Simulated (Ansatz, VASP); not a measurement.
## B5As2 in VASP and in Ansatz

```
B As
1.0
     3.16530    0.00000    0.00000
    -1.58265    2.74123    0.00000
     0.00000    0.00000    8.59651
B As
5 2
Direct
  0.00000 0.00000 0.00000
  0.66667 0.33333 0.93760
  0.33333 0.66667 0.06240
  0.00000 0.00000 0.40166
  0.00000 0.00000 0.59834
  0.66667 0.33333 0.69522
  0.33333 0.66667 0.30478
```

Alike in both runs: task single point; functional PBE; k mesh 6 × 6 × 4; occupations gaussian, width 0.2 eV; no spin polarisation.

|  | VASP | Ansatz |
| --- | --- | --- |
| version | VASP 6.6.1 | Ansatz 0.2.0 |
| potentials or method | VASP PAW PBE potentials, release 64 (B, As), cutoff 520 eV | scalar-relativistic, plane waves, PAW |
| valence electrons in the cell | 25 | 45 |

```csv
,VASP,Ansatz,Ansatz less VASP
gap on the k mesh at the Fermi level (eV),none,none,-
pressure (GPa),0.6,0.0,-0.59
"traceless stress, the component that is largest in VASP (GPa)",-0.44,-0.44,-0.006
rms of the force components (eV/Å),0.095,0.074,-0.0213
```

Atom by atom the forces differ by 0.026 eV/Å (rms over components). A gap of «none» marks a metal or a gap that the smearing closes. VASP's potentials hold 25 valence electrons a cell and Ansatz's 45, so a difference there can come from the potentials and not from the codes.

The k mesh is coarse, so the values compare programs but aren't converged.
